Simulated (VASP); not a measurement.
**Sn: single point with revPBE**

The system is Sn.

```
CELL_PARAMETERS angstrom
5.37478 0.00000 0.00000
-2.68739 4.65470 0.00000
0.00000 0.00000 3.27939
ATOMIC_POSITIONS crystal
Sn 0.00000 0.00000 0.00000
Sn 0.33333 0.66667 0.50000
Sn 0.66667 0.33333 0.50000
```

This cell differs from its parent crystal: volume scaled by 0.96.

```yaml
Program: VASP 6.6.1
Task: single point
Functional: revPBE
Potentials_or_basis: VASP PAW PBE potentials, release 64 (Sn_d)
Cutoff: 520 eV
k_mesh: 8 × 8 × 11
Occupations: fermi-dirac, width 0.1 eV
Spin: no spin polarisation
```

```json
{
  "Pressure": "2.3 GPa",
  "Band gap on the k mesh": "zero (band 21 reaches 9.66 eV, above the bottom of band 22 at 5.68 eV)"
}
```

Stress tensor (GPa, compression positive):
```
3.23 0.00 0.00
0.00 3.23 0.00
0.00 0.00 0.42
```

Levels at points of the mesh, in eV from the Fermi level:
```csv
k point,band 18,band 19,band 20,band 21,band 22,band 23,band 24,band 25
"(0.00, 0.00, 0.00)",-5.17,-2.54,-2.54,-2.40,-2.40,2.97,6.45,7.99
"(0.50, 0.00, 0.00)",-6.38,-4.42,1.18,1.32,2.73,3.03,4.16,4.83
```

It took 47 s on 1 thread of Intel(R) Xeon(R) 6975P-C (Granite Rapids), with other jobs on the host, peak memory 0.25 GiB.

Caveat: the PAW data sets were made with another functional, which shifts forces and pressure a little; spin-orbit coupling is left out, which moves the levels of the heavy elements.
